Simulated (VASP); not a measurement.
The system is AgCl.

```
CELL_PARAMETERS angstrom
0.04252 2.81571 2.81571
2.81571 0.04252 2.81571
2.81571 2.81571 0.04252
ATOMIC_POSITIONS crystal
Ag 0.00000 0.00000 0.00000
Cl 0.50000 0.50000 0.50000
```

This cell differs from its parent crystal: strain along [111] +2.3%.

Base run:

```yaml
Program: VASP 6.6.1
Functional: r2SCAN
Potentials_or_basis: VASP PAW PBE potentials, release 64 (Ag, Cl)
Cutoff: 520 eV
k_mesh: 8 × 8 × 8
Occupations: gaussian, width 0.01 eV
Spin: no spin polarisation
```

Its results: band gap on the k mesh 1.40 eV, indirect (least direct gap 3.61 eV); pressure -1.2 GPa.

Question: The run is repeated on the same cell with these changes: functional from r2SCAN to PBE; occupations from gaussian, width 0.01 eV to fermi-dirac, width 0.02 eV. What comes out?

Answer: Band gap on the k mesh 0.89 eV, indirect (least direct gap 3.10 eV); pressure 0.4 GPa.

Caveats: the PAW data sets were made with another functional, which shifts forces and pressure a little (some runs).

A k mesh can miss the band edges.
